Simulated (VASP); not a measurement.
# Al4Co (Pm-3m) in VASP: single point with PBE

Aim: the single point of Al4Co with PBE.

Program: VASP 6.6.1. These are calculated values, not measurements. Logs are shortened: lines on timing, memory, paths and dates and some standing lists are left out, and cuts for length are marked.

**1. The cell of the first run**

Symmetry: Pm-3m, No. 221, cubic system. The conventional cell has a = 4.503 Å, b = 4.503 Å, c = 4.503 Å, α = 90.00°, β = 90.00°, γ = 90.00°. Within 3.0 Å of Al (site symmetry 4/mmm) lie 2 Co at 2.25 Å. Within 4.2 Å of Al (site symmetry m-3m) lie 12 Al at 3.18 Å and 8 Co at 3.90 Å. Co (site symmetry m-3m) has 6 Al at 2.25 Å within 3.0 Å.

**2. Single point, PBE, collinear spin, ferromagnetic start**

File INCAR:

```
ALGO     = Normal         # electronic algorithm
EDIFF    = 1E-7           # SCF threshold, eV
ENCUT    = 520            # plane-wave cutoff, eV
GGA      = PE             # functional
ISIF     = 2              # what is computed and relaxed
ISMEAR   = 0              # smearing method
ISPIN    = 2              # spin polarisation
LASPH    = True           # aspherical terms in the spheres
LCHARG   = False          # write CHGCAR
LMAXMIX  = 4              # l up to which the mixer works
LORBIT   = 11             # projections on sites
LREAL    = False          # projectors in reciprocal space
LWAVE    = False          # write WAVECAR
MAGMOM   = 0 0 0 0 3      # initial moments
NBANDS   = 22             # bands
NELM     = 150            # most SCF steps
PREC     = Accurate       # precision mode
SIGMA    = 0.2            # smearing width, eV
```

File KPOINTS:

```
k-points
0
Gamma
  4 4 4
```

File POSCAR:

```
Al4Co
1.0
    4.5027679314      0.0000000000      0.0000000000
    0.0000000000      4.5027679314      0.0000000000
    0.0000000000      0.0000000000      4.5027679314
Al Co
4 1
Direct
    0.5000000000      0.0000000000      0.0000000000
    0.0000000000      0.5000000000      0.0000000000
    0.0000000000      0.0000000000      0.5000000000
    0.5000000000      0.5000000000      0.5000000000
    0.0000000000      0.0000000000      0.0000000000
```

Potentials or basis: VASP PAW PBE potentials, release 64 (Al, Co).

Run with:

```bash
$ cat potpaw_PBE.64/Al/POTCAR potpaw_PBE.64/Co/POTCAR > POTCAR
$ mpirun -np 1 vasp_std > vasp.out
```

OUTCAR:

```text
EDIFF = 1E-7
   ENCUT = 520
   GGA = PE
   ISIF = 2
   ISMEAR = 0
   ISPIN = 2
   LASPH = True
   LORBIT = 11
   LREAL = False
   NELM = 150
   PREC = Accurate

 ion  position               nearest neighbor table
   1  0.500  0.000  0.000-   5 2.25   5 2.25   4 3.18   2 3.18   3 3.18   4 3.18   2 3.18   4 3.18
                             4 3.18   2 3.18   3 3.18   3 3.18   3 3.18   2 3.18
   2  0.000  0.500  0.000-   5 2.25   5 2.25   4 3.18   1 3.18   3 3.18   4 3.18   1 3.18   3 3.18
                             3 3.18   3 3.18   1 3.18   4 3.18   4 3.18   1 3.18
   3  0.000  0.000  0.500-   5 2.25   5 2.25   4 3.18   1 3.18   1 3.18   2 3.18   2 3.18   2 3.18
                             4 3.18   2 3.18   1 3.18   4 3.18   1 3.18   4 3.18
   4  0.500  0.500  0.500-   1 3.18   2 3.18   3 3.18   1 3.18   2 3.18   1 3.18   3 3.18   1 3.18
                             2 3.18   3 3.18   2 3.18   3 3.18
   5  0.000  0.000  0.000-   1 2.25   2 2.25   3 2.25   3 2.25   2 2.25   1 2.25

  LATTYP: Found a simple cubic cell.
 ALAT       =     4.5027679314

  Lattice vectors:

 A1 = (   4.5027679314,   0.0000000000,   0.0000000000)
 A2 = (   0.0000000000,   4.5027679314,   0.0000000000)
 A3 = (   0.0000000000,   0.0000000000,   4.5027679314)

Analysis of symmetry for initial positions (statically):
=====================================================================
 Subroutine PRICEL returns:
 Original cell was already a primitive cell.

 Routine SETGRP: Setting up the symmetry group for a
 simple cubic supercell.

 Subroutine GETGRP returns: Found 48 space group operations
[... 9 lines left out ...]

 Routine SETGRP: Setting up the symmetry group for a
 simple cubic supercell.

 Subroutine GETGRP returns: Found 48 space group operations
 (whereof 48 operations were pure point group operations)
 out of a pool of 48 trial point group operations.

The dynamic configuration has the point symmetry O_h .

Analysis of structural, dynamic, and magnetic symmetry:
=====================================================================
 Subroutine PRICEL returns:
 Original cell was already a primitive cell.

 Routine SETGRP: Setting up the symmetry group for a
 simple cubic supercell.

 Subroutine GETGRP returns: Found 48 space group operations
 (whereof 48 operations were pure point group operations)
 out of a pool of 48 trial point group operations.

The overall configuration has the point symmetry O_h .

 Subroutine INISYM returns: Found 48 space group operations
[... 5 lines left out ...]
                                     Primitive cell

  volume of cell :      91.2933

  direct lattice vectors                    reciprocal lattice vectors
     4.502767931  0.000000000  0.000000000     0.222085618  0.000000000  0.000000000
     0.000000000  4.502767931  0.000000000     0.000000000  0.222085618  0.000000000
     0.000000000  0.000000000  4.502767931     0.000000000  0.000000000  0.222085618

  length of vectors
     4.502767931  4.502767931  4.502767931     0.222085618  0.222085618  0.222085618

  position of ions in fractional coordinates (direct lattice)
     0.500000000  0.000000000  0.000000000
     0.000000000  0.500000000  0.000000000
     0.000000000  0.000000000  0.500000000
     0.500000000  0.500000000  0.500000000
     0.000000000  0.000000000  0.000000000

  ion indices of the primitive-cell ions
   primitive index   ion index
                 1           1
                 2           2
                 3           3
                 4           4
                 5           5

----------------------------------------------------------------------------------------

 KPOINTS: k-points

Automatic generation of k-mesh.
 Grid dimensions read from file:
 generate k-points for:    4    4    4

 Generating k-lattice:

  Cartesian coordinates                     Fractional coordinates (reciprocal lattice)
     0.055521405  0.000000000  0.000000000     0.250000000  0.000000000  0.000000000
     0.000000000  0.055521405  0.000000000     0.000000000  0.250000000  0.000000000
     0.000000000  0.000000000  0.055521405     0.000000000  0.000000000  0.250000000

  Length of vectors
     0.055521405  0.055521405  0.055521405

  Shift w.r.t. Gamma in fractional coordinates (k-lattice)
     0.000000000  0.000000000  0.000000000

 Subroutine IBZKPT returns following result:
 ===========================================

 Found     10 irreducible k-points:

 Following reciprocal coordinates:
            Coordinates               Weight
  0.000000  0.000000  0.000000      1.000000
  0.250000  0.000000  0.000000      6.000000
  0.500000  0.000000  0.000000      3.000000
  0.250000  0.250000  0.000000     12.000000
  0.500000  0.250000  0.000000     12.000000
  0.500000  0.500000  0.000000      3.000000
  0.250000  0.250000  0.250000      8.000000
  0.500000  0.250000  0.250000     12.000000
  0.500000  0.500000  0.250000      6.000000
  0.500000  0.500000  0.500000      1.000000
   k-points           NKPTS =     10   k-points in BZ     NKDIM =     10   number of bands    NBANDS=     22
   number of dos      NEDOS =    301   number of ions     NIONS =      5
   total plane-waves  NPLWV =  46656
   dimension x,y,z NGX =    36 NGY =   36 NGZ =   36
   dimension x,y,z NGXF=    72 NGYF=   72 NGZF=   72
   ions per type =               4   1
   NGX,Y,Z   is equivalent  to a cutoff of  13.29, 13.29, 13.29 a.u.
   NGXF,Y,Z  is equivalent  to a cutoff of  26.58, 26.58, 26.58 a.u.
 SYSTEM =  unknown system
   PREC   = accura    normal or accurate (medium, high low for compatibility)
   ISTART =      0    job   : 0-new  1-cont  2-samecut
   ICHARG =      2    charge: 1-file 2-atom 10-const
   ISPIN  =      2    spin polarized calculation?
   LNONCOLLINEAR =      F non collinear calculations
   LSORBIT =      F    spin-orbit coupling
   LASPH  =      T    aspherical Exc in radial PAW
   ENCUT  =  520.0 eV  38.22 Ry    6.18 a.u.   8.37  8.37  8.37*2*pi/ulx,y,z
   NELM   =    150;   NELMIN=  2; NELMDL= -5     # of ELM steps
   EDIFF  = 0.1E-06   stopping-criterion for ELM
   LREAL  =      F    real-space projection
   EDIFFG = 0.1E-05   stopping-criterion for IOM
   NSW    =      0    number of steps for IOM
   IBRION =     -1    ionic relax: 0-MD 1-quasi-New 2-CG
   NFREE  =      0    steps in history (QN), initial steepest desc. (CG)
   ISIF   =      2    stress and relaxation
   ISYM   =      2    0-nonsym 1-usesym 2-fastsym
   POTIM  = 0.5000    time-step for ionic-motion
   TEBEG  =    0.0;   TEEND  =   0.0 temperature during run
   PSTRESS=    0.0 pullay stress
   NELECT =      21.0000    total number of electrons
   NUPDOWN=      -1.0000    fix difference up-down
   EMIN   =  10.00;   EMAX   =-10.00  energy-range for DOS
   EFERMI =   0.00;   METHOD = LEGACY
   ISMEAR =     0;   SIGMA  =   0.20  broadening in eV -4-tet -1-fermi 0-gaus
   EFERMI_NEDOS =   21; number of points for ismear=-14 and -15
   IALGO  =     38    algorithm
   IMIX   =      4    mixing-type and parameters
     AMIX     =   0.40;   BMIX     =  1.00
     AMIX_MAG =   1.60;   BMIX_MAG =  1.00
  volume/ion in A,a.u.               =      18.26       123.22
  Fermi-wavevector in a.u.,A,eV,Ry     =   1.003079  1.895544 13.689733  1.006167
  Thomas-Fermi vector in A             =   2.135607
   LORBIT       =     11    0 simple, 1 ext, 2 COOP (PROOUT), +10 PAW based schemes
   GGA     = PE    functional components
   LHFCALC =     F    Hartree Fock is set to
   AEXX    =    0.0000 exact exchange contribution
   IVDW    =     0    specifies the selected vdW correction
   LEPSILON=     F    determine dielectric tensor
   LRPA    =     F    only Hartree local field effects (RPA)
 spin polarized calculation
 Gauss-broadening in eV      SIGMA  =   0.20
  energy-cutoff  :      520.00
  volume of cell :       91.29
 maximum number of plane-waves:      2517
 NGX is ok and might be reduce to    36
   NGX = 17   NGY = 17   NGZ = 17

 number of electron      20.9999989 magnetization      -0.0012568

 number of electron      20.9999989 magnetization       0.0001145

 Free energy of the ion-electron system (eV)
  ---------------------------------------------------
  ext. energy  EPLUGINS =         0.00000000
  ---------------------------------------------------
  free energy    TOTEN  =       -21.71503665 eV

  energy without entropy =      -21.67057620  energy(sigma->0) =      -21.69280642

 E-fermi :   6.4374     XC(G=0):  -9.8366

 val. band max:        6.3368229873   @ k =   0.5000   0.5000   0.2500
 cond. band min:       6.4987828428   @ k =   0.2500   0.2500   0.0000
 fundamental gap:      0.1619598555
 Fermi energy:         6.4374214241

 spin component 1

 k-point     1 :       0.0000    0.0000    0.0000
  band No.  band energies     occupation
      1      -3.1396      1.00000
      2       2.7139      1.00000
      3       2.7139      1.00000
      4       3.8007      1.00000
      5       3.8007      1.00000
      6       3.8007      1.00000
[... 14 lines left out ...]
     21      12.3255      0.00000
     22      13.3977      0.00000

 k-point     2 :       0.2500    0.0000    0.0000
  band No.  band energies     occupation
      1      -2.6840      1.00000
      2       0.8586      1.00000
      3       2.8693      1.00000
      4       3.5632      1.00000
      5       3.9099      1.00000
      6       3.9099      1.00000
[... 14 lines left out ...]
     21      14.1503      0.00000
     22      14.1503      0.00000
[... 158 lines left out ...]
      6       3.6127      1.00000
[... 14 lines left out ...]
     21      15.4429      0.00000
     22      15.8145      0.00000

 k-point    10 :       0.5000    0.5000    0.5000
  band No.  band energies     occupation
      1       1.8236      1.00000
      2       1.9548      1.00000
      3       1.9548      1.00000
      4       1.9548      1.00000
      5       2.2186      1.00000
      6       2.3084      1.00000
[... 14 lines left out ...]
     21      15.4644      0.00000
     22      15.4644      0.00000
 Fermi energy:         6.4374214241

 spin component 2

 k-point     1 :       0.0000    0.0000    0.0000
  band No.  band energies     occupation
      1      -3.1396      1.00000
      2       2.7139      1.00000
      3       2.7139      1.00000
      4       3.8007      1.00000
      5       3.8007      1.00000
      6       3.8007      1.00000
[... 14 lines left out ...]
     21      12.3255      0.00000
     22      13.3977      0.00000

 k-point     2 :       0.2500    0.0000    0.0000
  band No.  band energies     occupation
      1      -2.6840      1.00000
      2       0.8586      1.00000
      3       2.8693      1.00000
      4       3.5632      1.00000
      5       3.9099      1.00000
      6       3.9099      1.00000
[... 14 lines left out ...]
     21      14.1503      0.00000
     22      14.1503      0.00000
[... 173 lines left out ...]
     21      15.4429      0.00000
     22      15.8146      0.00000

 k-point    10 :       0.5000    0.5000    0.5000
  band No.  band energies     occupation
      1       1.8236      1.00000
      2       1.9549      1.00000
      3       1.9549      1.00000
      4       1.9549      1.00000
      5       2.2186      1.00000
      6       2.3084      1.00000
[... 14 lines left out ...]
     21      15.4645      0.00000
     22      15.4645      0.00000

------------------------ aborting loop because EDIFF is reached ----------------------------------------

  FORCE on cell =-STRESS in cart. coord.  units (eV):
  Direction    XX          YY          ZZ          XY          YZ          ZX
  --------------------------------------------------------------------------------------
  -------------------------------------------------------------------------------------
  Total        0.0087995      0.0087995      0.0087995      0.0000000      0.0000000      0.0000000
  in kB        0.1544300      0.1544300      0.1544300      0.0000000      0.0000000      0.0000000
  external PRESSURE =       0.1544300 kB  Pullay stress =       0.0000000 kB

 VOLUME and BASIS-vectors are now :
 -----------------------------------------------------------------------------
  energy-cutoff  :      520.00
  volume of cell :       91.29
      direct lattice vectors                 reciprocal lattice vectors
     4.502767931  0.000000000  0.000000000     0.222085618  0.000000000  0.000000000
     0.000000000  4.502767931  0.000000000     0.000000000  0.222085618  0.000000000
     0.000000000  0.000000000  4.502767931     0.000000000  0.000000000  0.222085618

 POSITION                                       TOTAL-FORCE (eV/Angst)
 -----------------------------------------------------------------------------------
      2.25138      0.00000      0.00000         0.000000      0.000000      0.000000
      0.00000      2.25138      0.00000         0.000000      0.000000      0.000000
      0.00000      0.00000      2.25138         0.000000      0.000000      0.000000
      2.25138      2.25138      2.25138         0.000000      0.000000      0.000000
      0.00000      0.00000      0.00000         0.000000      0.000000      0.000000
 -----------------------------------------------------------------------------------
    total drift:                               -0.000000     -0.000000     -0.000000

  FREE ENERGIE OF THE ION-ELECTRON SYSTEM (eV)
  ---------------------------------------------------
  free  energy   TOTEN  =       -21.7150366507 eV

  energy  without entropy=      -21.6705761959  energy(sigma->0) =      -21.69280642

 total charge

# of ion       s       p       d       tot
------------------------------------------
    1        0.453   0.331   0.000   0.783
    2        0.453   0.331   0.000   0.783
    3        0.453   0.331   0.000   0.783
    4        0.547   0.197   0.000   0.744
    5        0.544   0.604   7.607   8.756
--------------------------------------------------
tot          2.450   1.792   7.607  11.849

 magnetization (x)

# of ion       s       p       d       tot
------------------------------------------
    1       -0.000  -0.000   0.000  -0.000
    2       -0.000  -0.000   0.000  -0.000
    3       -0.000  -0.000   0.000  -0.000
    4        0.000   0.000   0.000   0.000
    5        0.000   0.000   0.000   0.000
--------------------------------------------------
tot          0.000   0.000   0.000   0.000
```

Wall time 26 s (1 thread of Intel Xeon Platinum 8488C (Sapphire Rapids), shared host); peak memory 0.24 GiB.

Results:

- Free energy: -21.7150 eV
- Pressure: 0.0 GPa
- Net moment: 0.00 μB per cell
- Valence electrons inside the program's atomic spheres: Al 0.78, 0.74; Co 8.76

Levels at points of the mesh, in eV from the Fermi level:
Spin up:
```
           k point  band 8  band 9  band 10  band 11  band 12  band 13
(0.00, 0.00, 0.00)   -1.79   -1.79    -1.79     0.41     0.41     3.47
(0.50, 0.00, 0.00)   -1.18   -1.18    -0.95     0.42     0.55     0.63
(0.50, 0.50, 0.00)   -2.18   -1.45     0.12     1.08     1.44     1.44
(0.50, 0.50, 0.50)   -4.13   -2.17    -2.17    -0.54    -0.54    -0.54
```
Spin down:
| k point | band 7 | band 8 | band 9 | band 10 | band 11 | band 12 | band 13 | band 14 |
| --- | --- | --- | --- | --- | --- | --- | --- | --- |
| (0.00, 0.00, 0.00) | -2.42 | -1.79 | -1.79 | -1.79 | 0.41 | 0.41 | 3.47 | 3.47 |
| (0.50, 0.00, 0.00) | -1.75 | -1.18 | -1.18 | -0.95 | 0.42 | 0.55 | 0.63 | 0.63 |
| (0.50, 0.50, 0.00) | -2.18 | -2.18 | -1.45 | 0.12 | 1.08 | 1.44 | 1.44 | 2.28 |
| (0.50, 0.50, 0.50) | -4.13 | -4.13 | -2.17 | -2.17 | -0.54 | -0.54 | -0.54 | 8.49 |

Caveat: the starting moments collapsed, and a magnetic state may lie lower.
